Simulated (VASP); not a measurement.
Here is a VASP 6.6.1 calculation.

Contents of INCAR:

```
  PREC = Accurate
  ENCUT = 520
  EDIFF = 1E-6
  ISMEAR = 0
  SIGMA = 0.3
  LREAL = False
  LASPH = True
  NELM = 100
  ALGO = Normal
  ISIF = 2
  LWAVE = False
  LCHARG = True
  GGA = PS
  IVDW = 13
  LELF = True
  LVHAR = True
  NBANDS = 16
```

Contents of KPOINTS:

```
Automatic mesh
0
Gamma
  5 5 5
```

Contents of POSCAR:

```
CdSe
1.0
    0.0000000000      3.1884728117      3.1884728117
    3.1884728117      0.0000000000      3.1884728117
    3.1884728117      3.1884728117      0.0000000000
Cd Se
1 1
Direct
    0.0000000000      0.0000000000      0.0000000000
    0.7500000000      0.7500000000      0.7500000000
```

Potentials or basis: VASP PAW PBE potentials, release 64 (Cd, Se).

The run is started by

```sh
$ cat potpaw_PBE.64/Cd/POTCAR potpaw_PBE.64/Se/POTCAR > POTCAR
$ mpirun -np 1 vasp_std > vasp.out
```

Task: Estimate the dispersion energy per atom.

Result: -0.167 eV.

Task: What does it give for the band gap on the k mesh?

Result: 0.20 eV, direct.

Task: Estimate the pressure.

Result: -5.9 GPa.

Caveat: the PAW data sets were made with another functional, which shifts forces and pressure a little.
